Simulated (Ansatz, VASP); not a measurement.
**Cd2PdO2: VASP beside Ansatz**

The input POSCAR:

```
Cd2PdO2
1.0
    0.0000000000      3.0926300000      0.0000000000
    4.6833400000      0.0000000000      0.0000000000
    2.3416700000      1.5463150000     -5.0880180000
Pd O Cd
1 2 2
Direct
    0.0000000000      0.0000000000      0.0000000000
    0.3627000000      0.8627000000      0.2746000000
    0.6373000000      0.1373000000      0.7254000000
    0.3575800000      0.3575800000      0.2848400000
    0.6424200000      0.6424200000      0.7151600000
```

INCAR.step1

```
SYSTEM = Cd2PdO2
  PREC = Accurate
  ENCUT = 520
  ISMEAR = -1
  SIGMA = 0.1
  LREAL = .False.
  LASPH = .True.
  NELM = 100
  NBANDS = 31
  GGA = PE
  ALGO = Normal
  EDIFF = 1E-4
  LWAVE = .True.
  LCHARG = .False.
```

File INCAR.step2:

```
SYSTEM = Cd2PdO2
  PREC = Accurate
  ENCUT = 520
  EDIFF = 1E-6
  ISMEAR = -1
  SIGMA = 0.1
  LREAL = .False.
  LASPH = .True.
  NELM = 100
  ALGO = Normal
  ISIF = 2
  LWAVE = .False.
  LCHARG = .True.
  METAGGA = R2SCAN
  LMIXTAU = .True.
  LELF = .True.
  LVHAR = .True.
  NBANDS = 31
  ISTART = 1
```

Contents of KPOINTS:

```
regular mesh
0
Gamma
  8 8 8
  0 0 0
```

Input for Ansatz:

```yaml
crystal:
  lattice:
    - [0.0, 3.09263, 0.0]
    - [4.68334, 0.0, 0.0]
    - [2.34167, 1.546315, -5.088018]
  atoms:
    - { symbol: Pd, position: [0.0, 0.0, 0.0] }
    - { symbol: O, position: [0.3627, 0.8627, 0.2746] }
    - { symbol: O, position: [0.6373, 0.1373, 0.7254] }
    - { symbol: Cd, position: [0.35758, 0.35758, 0.28484] }
    - { symbol: Cd, position: [0.64242, 0.64242, 0.71516] }
  symmetry: { tolerance: 0.0003 }
kpoints:
  mp_grid: { grid: [8, 8, 8], shift: [0, 0, 0] }
  band_path:
    path:
      - [0.0, 0.0, 0.0]
      - [0.0, 0.0, -0.5]
      - [-0.45381843, 0.0, -0.72690922]
      - [-0.54618157, 0.0, -0.27309078]
      - [0.0, 0.0, 0.0]
      - [0.0, 0.60590686, 0.30295343]
      - [0.0, 0.39409314, -0.30295343]
      - [0.0, 0.0, -0.5]
      - [0.0, 0.0, 0.0]
      - [-0.5, 0.0, -0.5]
      - [-0.5, 0.5, -0.25]
    npoints: 14
magnetization:
  spin_polarized: false
scf:
  occupations: { method: fermi_dirac }
  lower_state_search: "off"
  max_iter: 200
hamiltonian:
  pseudopotentials: { kind: paw }
  xc: r2scan
basis:
  ecutwfc: 500
  fft_grid_basis: typed
output:
  forces: true
  stress: true
  eigenvalues: true
  bader: true
  populations: true
  elf: true
  write_potential: true
  volumetric_format: npy
  dos:
    e_range: [-12, 8]
    de: 0.05
    projected: { site_lists: { Cd: [Cd], O: [O], Pd: [Pd] } }
  write_density: true
checkpoint:
  read: saved_state
```

Alike in both runs: task single point; functional r2SCAN; k mesh 8 × 8 × 8; no spin polarisation.

|  | VASP | Ansatz |
| --- | --- | --- |
| version | VASP 6.6.1 | Ansatz 0.2.0 |
| potentials or method | VASP PAW PBE potentials, release 64 (Pd, O, Cd), cutoff 520 eV | PAW plane waves |
| occupations | fermi-dirac, width 0.1 eV | fermi-dirac |
| valence electrons in the cell | 46 | 70 |

```tsv
	VASP	Ansatz	Ansatz less VASP
pressure (GPa)	1.7	0.9	-0.82
traceless stress, the component that is largest in VASP (GPa)	-4.14	-3.93	+0.210
rms of the force components (eV/Å)	0.376	0.370	-0.0064
```

VASP's potentials were made for PBE, not for r2SCAN. Atom by atom the forces differ by 0.006 eV/Å (rms over components). VASP's potentials hold 46 valence electrons a cell and Ansatz's 70, so a difference there can come from the potentials and not from the codes.
